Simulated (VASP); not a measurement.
# In2B (Fd-3m) in VASP: a series of runs, part 2 of 2

VASP 6.6.1. Earlier steps stand in the parts before.

### 3 Relaxation of cell and atoms, r2SCAN

This run uses another cell than the first one, of 18.46 Å³/atom.

Contents of POSCAR:

```
In2B
1.0
    0.0000000000      3.8119881224      3.8119881224
    3.8119881224      0.0000000000      3.8119881224
    3.8119881224      3.8119881224      0.0000000000
In B
4 2
Direct
    0.6250000000      0.6250000000      0.6250000000
    0.1250000000      0.6250000000      0.6250000000
    0.6250000000      0.6250000000      0.1250000000
    0.6250000000      0.1250000000      0.6250000000
    0.0000000000      0.0000000000      0.0000000000
    0.2500000000      0.2500000000      0.2500000000
```

Contents of INCAR.step1:

```
SYSTEM = In2B
PREC     = Accurate       ! precision mode
ENCUT    = 600            ! plane-wave cutoff, eV
ISMEAR   = 0              ! smearing method
SIGMA    = 0.1            ! smearing width, eV
LREAL    = .FALSE.        ! projectors in reciprocal space
LASPH    = .TRUE.         ! aspherical terms in the spheres
NELM     = 100            ! most SCF steps
GGA      = PE             ! functional
ALGO     = Normal         ! electronic algorithm
EDIFF    = 1E-4           ! SCF threshold, eV
LWAVE    = .TRUE.         ! write WAVECAR
LCHARG   = .FALSE.        ! write CHGCAR
```

Contents of INCAR.step2:

```
SYSTEM = In2B
PREC     = Accurate       ! precision mode
ENCUT    = 600            ! plane-wave cutoff, eV
EDIFF    = 1E-6           ! SCF threshold, eV
ISMEAR   = 0              ! smearing method
SIGMA    = 0.1            ! smearing width, eV
LREAL    = .FALSE.        ! projectors in reciprocal space
LASPH    = .TRUE.         ! aspherical terms in the spheres
NELM     = 100            ! most SCF steps
ALGO     = Normal         ! electronic algorithm
ISIF     = 3              ! what is computed and relaxed
LWAVE    = .FALSE.        ! write WAVECAR
LCHARG   = .FALSE.        ! write CHGCAR
METAGGA  = R2SCAN         ! meta-GGA
LMIXTAU  = .TRUE.       
IBRION   = 2              ! ionic algorithm
NSW      = 90             ! ionic steps
EDIFFG   = -0.04          ! ionic threshold
ISTART   = 1
```

Contents of KPOINTS:

```
regular mesh
0
G
  4 4 4
  0 0 0
```

Potentials or basis: VASP PAW PBE potentials, release 64 (In_d, B).

Command:

```bash
$ cat potpaw_PBE.64/In_d/POTCAR potpaw_PBE.64/B/POTCAR > POTCAR
$ cp INCAR.step1 INCAR
$ mpirun -np 1 vasp_std > vasp.out
$ cp INCAR.step2 INCAR
$ mpirun -np 1 vasp_std > vasp.out
```

OUTCAR:

```text
SYSTEM = In2B
   PREC = Accurate
   ENCUT = 600
   EDIFF = 1E-6
   ISMEAR = 0
   LREAL = .FALSE.
   LASPH = .TRUE.
   NELM = 100
   ISIF = 3
   METAGGA = R2SCAN
   IBRION = 2
   NSW = 90
   EDIFFG = -0.04
   ISTART = 1

 ion  position               nearest neighbor table
   1  0.625  0.625  0.625-   2 2.70   3 2.70   4 2.70   3 2.70   4 2.70   2 2.70
   2  0.125  0.625  0.625-   1 2.70   3 2.70   4 2.70   1 2.70   3 2.70   4 2.70
   3  0.625  0.625  0.125-   1 2.70   1 2.70   2 2.70   4 2.70   4 2.70   2 2.70
   4  0.625  0.125  0.625-   1 2.70   3 2.70   1 2.70   2 2.70   3 2.70   2 2.70
   5  0.000  0.000  0.000-
   6  0.250  0.250  0.250-

  LATTYP: Found a face centered cubic cell.
 ALAT       =     7.6239762448

  Lattice vectors:

 A1 = (   0.0000000000,   3.8119881224,   3.8119881224)
 A2 = (   3.8119881224,   0.0000000000,   3.8119881224)
 A3 = (   3.8119881224,   3.8119881224,   0.0000000000)

Analysis of symmetry for initial positions (statically):
=====================================================================
 Subroutine PRICEL returns:
 Original cell was already a primitive cell.

 Routine SETGRP: Setting up the symmetry group for a
 face centered cubic supercell.

 Subroutine GETGRP returns: Found 48 space group operations
 (whereof 24 operations were pure point group operations)
 out of a pool of 48 trial point group operations.

The static configuration has the point symmetry T_d .
 The point group associated with its full space group is O_h .

Analysis of symmetry for dynamics (positions and initial velocities):
=====================================================================
 Subroutine PRICEL returns:
 Original cell was already a primitive cell.

 Routine SETGRP: Setting up the symmetry group for a
 face centered cubic supercell.

 Subroutine GETGRP returns: Found 48 space group operations
 (whereof 24 operations were pure point group operations)
 out of a pool of 48 trial point group operations.

The dynamic configuration has the point symmetry T_d .
[... 101 lines left out ...]
   PSTRESS=    0.0 pullay stress
   NELECT =      58.0000    total number of electrons
   NUPDOWN=      -1.0000    fix difference up-down
   EMIN   =  10.00;   EMAX   =-10.00  energy-range for DOS
   EFERMI =   0.00;   METHOD = LEGACY
   ISMEAR =     0;   SIGMA  =   0.10  broadening in eV -4-tet -1-fermi 0-gaus
   EFERMI_NEDOS =   21; number of points for ismear=-14 and -15
   IALGO  =     38    algorithm
   IMIX   =      4    mixing-type and parameters
     AMIX     =   0.40;   BMIX     =  1.00
     AMIX_MAG =   1.60;   BMIX_MAG =  1.00
  volume/ion in A,a.u.               =      18.46       124.60
  Fermi-wavevector in a.u.,A,eV,Ry     =   1.319439  2.493378 23.686642  1.740919
  Thomas-Fermi vector in A             =   2.449337
   LORBIT       =      0    0 simple, 1 ext, 2 COOP (PROOUT), +10 PAW based schemes
   METAGGA = R2SCAN    functional components
   LHFCALC =     F    Hartree Fock is set to
   AEXX    =    0.0000 exact exchange contribution
   IVDW    =     0    specifies the selected vdW correction
   LEPSILON=     F    determine dielectric tensor
   LRPA    =     F    only Hartree local field effects (RPA)
 conjugate gradient relaxation of ions
 non-spin polarized calculation
 Gauss-broadening in eV      SIGMA  =   0.10
  energy-cutoff  :      600.00
  volume of cell :      110.79
 maximum number of plane-waves:      3709
 NGX is ok and might be reduce to    48
   NGX = 21   NGY = 21   NGZ = 21

--------------------------------------- Ionic step        1  -------------------------------------------

 number of electron      58.0000007 magnetization

 Free energy of the ion-electron system (eV)
  ---------------------------------------------------
  ext. energy  EPLUGINS =         0.00000000
  ---------------------------------------------------
  free energy    TOTEN  =       -93.91589806 eV

  energy without entropy =      -93.90739874  energy(sigma->0) =      -93.91164840

------------------------ aborting loop because EDIFF is reached ----------------------------------------

  FORCE on cell =-STRESS in cart. coord.  units (eV):
  Direction    XX          YY          ZZ          XY          YZ          ZX
  --------------------------------------------------------------------------------------
  -------------------------------------------------------------------------------------
  Total       14.3506278     14.3506278     14.3506278     -0.0000000     -0.0000000      0.0000000
  in kB      207.5376390    207.5376390    207.5376390     -0.0000000     -0.0000000      0.0000000
  external PRESSURE =     207.5376390 kB  Pullay stress =       0.0000000 kB
[... 67 lines left out ...]
--------------------------------------- Ionic step        3  -------------------------------------------

 number of electron      57.9999989 magnetization

 Free energy of the ion-electron system (eV)
  ---------------------------------------------------
  ext. energy  EPLUGINS =         0.00000000
  ---------------------------------------------------
  free energy    TOTEN  =       -95.51488273 eV

  energy without entropy =      -95.50795708  energy(sigma->0) =      -95.51141990

 E-fermi :   5.4762     XC(G=0): -10.4321

 val. band max:        5.4570792225   @ k =   0.5000   0.5000   0.0000
 cond. band min:       5.5838830199   @ k =   0.2500   0.2500   0.0000
 fundamental gap:      0.1268037974
 Fermi energy:         5.4761574002

 k-point     1 :       0.0000    0.0000    0.0000
  band No.  band energies     occupation
      1     -10.6106      2.00000
      2     -10.2442      2.00000
      3     -10.2441      2.00000
      4     -10.2441      2.00000
      5     -10.1763      2.00000
      6     -10.1763      2.00000
[... 318 lines left out ...]
  FREE ENERGIE OF THE ION-ELECTRON SYSTEM (eV)
  ---------------------------------------------------
  free  energy   TOTEN  =       -95.5148827259 eV

  energy  without entropy=      -95.5079570764  energy(sigma->0) =      -95.51141990

 reached required accuracy - stopping structural energy minimisation
```

OUTCAR.step1:

```text
SYSTEM = In2B
   PREC = Accurate
   ENCUT = 600
   ISMEAR = 0
   LREAL = .FALSE.
   LASPH = .TRUE.
   NELM = 100
[... 515 lines left out ...]
      2.85899      4.76499      2.85899        -0.000000      0.000000     -0.000000
      0.00000      0.00000      0.00000        -0.000000      0.000000      0.000000
      1.90599      1.90599      1.90599         0.000000     -0.000000     -0.000000
 -----------------------------------------------------------------------------------
    total drift:                                0.000000      0.000000      0.000000

  FREE ENERGIE OF THE ION-ELECTRON SYSTEM (eV)
  ---------------------------------------------------
  free  energy   TOTEN  =       -12.4200754243 eV

  energy  without entropy=      -12.4101685717  energy(sigma->0) =      -12.41512200
```

Run time: 31 min. Hardware: 1 thread of Oxide Virtual Turin-like, shared host; peak memory 0.34 GiB.

Results:

| Property | Result |
| --- | --- |
| Free energy | -95.5149 eV |
| Relaxed volume | 23.61 Å³/atom |
| Relaxed cell | a = 5.852 Å, b = 5.852 Å, c = 5.852 Å, α = 60.00°, β = 60.00°, γ = 60.00° |
| Space group after relaxing (to 0.1 Å) | Fd-3m (No. 227) |
| Energy gained by relaxing | 266.5 meV/atom |
| Ionic steps | 3 |
| Pressure after relaxing | 0.3 GPa |
| Band gap on the k mesh | zero (bands 29 and 30 overlap by 3.60 eV) |

The path:
| step | energy change (eV) | largest force (eV/Å) | pressure (GPa) | volume (Å³) |
| --- | --- | --- | --- | --- |
| 1 | 0.0000 | 0.0000 | 20.75 | 110.79 |
| 2 | -1.4947 | 0.0000 | -2.72 | 153.73 |
| 3 | -1.5990 | 0.0000 | 0.26 | 141.68 |

Final structure:
```
In B
1.0
     0.00000    4.13774    4.13774
     4.13774    0.00000    4.13774
     4.13774    4.13774    0.00000
In B
4 2
Direct
  0.62500 0.62500 0.62500
  0.12500 0.62500 0.62500
  0.62500 0.62500 0.12500
  0.62500 0.12500 0.62500
  0.00000 0.00000 0.00000
  0.25000 0.25000 0.25000
```

Caveat: the volume moved by over 15 % at a fixed basis, so the end points are rough; the PAW data sets were made with another functional, which shifts forces and pressure a little; spin-orbit coupling is left out, which moves the levels of the heavy elements.

The gap in the log of VASP goes by the Fermi energy; the results here count the filled bands.